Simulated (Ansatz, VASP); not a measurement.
**One calculation of NaH, two programs**

The input INCAR:

```
SYSTEM = NaH
PREC = Accurate
ENCUT = 520
EDIFF = 1E-8
ISMEAR = -1
SIGMA = 0.02
LREAL = .False.
LASPH = .True.
NELM = 100
ALGO = Normal
ISIF = 2
LWAVE = .False.
LCHARG = .False.
GGA = PS
LEFG = .True.
NBANDS = 11
```

File KPOINTS:

```
Automatic mesh
0
Gamma
  11 11 11
  0 0 0
```

Contents of POSCAR:

```
NaH
1.0
    0.0000000000      2.3984440168      2.3625574486
    2.3984440168      0.0000000000      2.3625574486
    2.3984440168      2.3984440168      0.0000000000
Na H
1 1
Direct
    0.0000000000      0.0000000000      0.0000000000
    0.5000000000      0.5000000000      0.5000000000
```

Input for Ansatz:

```yaml
crystal:
  lattice:
    - [0.0, 2.3984440168, 2.3625574486]
    - [2.3984440168, 0.0, 2.3625574486]
    - [2.3984440168, 2.3984440168, 0.0]
  atoms:
    - { symbol: Na, position: [0.0, 0.0, 0.0] }
    - { symbol: H, position: [0.5, 0.5, 0.5] }
kpoints:
  mp_grid: { grid: [11, 11, 11] }
scf:
  occupations: { method: fermi_dirac, width: 0.02 }
hamiltonian:
  xc: pbesol
  pseudopotentials: { kind: all_electron, datasets: crystal }
output:
  forces: true
  stress: true
  eigenvalues: true
  efg: { contact_densities: true }
```

Change from the starting cell: z stretched by -1 % at fixed volume, crystal datasets.

Alike in both runs: task electric field gradients; functional PBEsol; k mesh 11 × 11 × 11; occupations fermi-dirac, width 0.02 eV; no spin polarisation.

|  | VASP | Ansatz |
| --- | --- | --- |
| version | VASP 6.6.1 | Ansatz 0.2.0 |
| potentials or method | VASP PAW PBE potentials, release 64 (Na_pv, H), cutoff 520 eV | all-electron PAW with datasets made for the crystal, scalar-relativistic |

VASP gave:

* gap on the k mesh at the Fermi level (eV): 3.82
* pressure (GPa): 0.3
* traceless stress, the component that is largest in VASP (GPa): 0.38
* size of Vzz on the site where it differs most (V/Å²): 1.5

Task: Estimate Ansatz's values.

Result: gap on the k mesh at the Fermi level (eV): 3.82; pressure (GPa): 0.3; traceless stress, the component that is largest in VASP (GPa): 0.38; size of Vzz on the site where it differs most (V/Å²): 1.4.

VASP's potentials were made for PBE, not for PBEsol. Ansatz ran all-electron here, and VASP with PAW potentials.
